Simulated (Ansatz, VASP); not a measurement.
# Two plane-wave programs on PtS2

```
CELL_PARAMETERS angstrom
3.52918 0.00000 0.00000
-1.76459 3.05636 0.00000
0.00000 0.00000 5.08902
ATOMIC_POSITIONS crystal
Pt 0.00000 0.00000 0.00000
S 0.33333 0.66667 0.24282
S 0.66667 0.33333 0.75718
```

Change from the starting cell: hydrostatic strain -0.7%.

Alike in both runs: task single point; functional r2SCAN; k mesh 12 × 12 × 6; no spin polarisation.

|  | VASP | Ansatz |
| --- | --- | --- |
| version | VASP 6.6.1 | Ansatz 0.2.0 |
| potentials or method | VASP PAW PBE potentials, release 64 (Pt, S) | plane waves, PAW |
| plane-wave cutoff (eV) | 520 | 500 |
| occupations | gaussian, width 0.01 eV | fixed |
| valence electrons in the cell | 22 | 30 |

Ansatz gave:

```
gap on the k mesh at the Fermi level (eV)                     : 0.84
pressure (GPa)                                                : 2.9
traceless stress, the component that is largest in VASP (GPa) : -0.97
rms of the force components (eV/Å)                            : 0.021
```

Problem. Which values does VASP return?

Solution. gap on the k mesh at the Fermi level (eV): 0.83; pressure (GPa): 2.8; traceless stress, the component that is largest in VASP (GPa): -0.99; rms of the force components (eV/Å): 0.023.

VASP's potentials were made for PBE, not for r2SCAN. Atom by atom the forces differ by 0.002 eV/Å (rms over components). VASP's potentials hold 22 valence electrons a cell and Ansatz's 30, so a difference there can come from the potentials and not from the codes.

Neither program's run includes spin-orbit coupling.
